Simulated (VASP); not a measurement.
Input of a VASP 6.6.1 run:

The input INCAR:

```
PREC     = Accurate       # precision mode
ENCUT    = 520            # plane-wave cutoff, eV
EDIFF    = 1E-6           # SCF threshold, eV
ISMEAR   = 0              # smearing method
SIGMA    = 0.15           # smearing width, eV
LREAL    = False          # projectors in reciprocal space
LASPH    = True           # aspherical terms in the spheres
NELM     = 60             # most SCF steps
ALGO     = Fast           # electronic algorithm
ISIF     = 2              # what is computed and relaxed
LWAVE    = False          # write WAVECAR
LCHARG   = False          # write CHGCAR
GGA      = PE             # functional
NBANDS   = 19             # bands
```

File KPOINTS:

```
Automatic mesh
0
Gamma
  24 24 14
```

The input POSCAR:

```
Ti
1.0
    2.9384580613      0.0000000000      0.0000000000
   -1.4692290306      2.5447793290      0.0000000000
    0.0000000000      0.0000000000      5.0226847358
Ti
2
Direct
    0.3333333333      0.6666666667      0.2500000000
    0.6666666667      0.3333333333      0.7500000000
```

Potentials or basis: VASP PAW PBE potentials, release 64 (Ti_sv).

Launch:

```console
$ cat potpaw_PBE.64/Ti_sv/POTCAR > POTCAR
$ mpirun -np 1 vasp_std > vasp.out
```

Q: Estimate the pressure.

A: -7.6 GPa.

Q: What does it give for the band gap on the k mesh?

A: Zero (bands 12 and 13 overlap by 0.72 eV).

Stress tensor (GPa, compression positive):
```
 -5.12   0.00   0.00
  0.00  -5.12   0.00
  0.00   0.00 -12.42
```

Caveat: the cell differs from its parent crystal (strain +0.000 along x and y, +0.080 along z); the cell stands under tension.
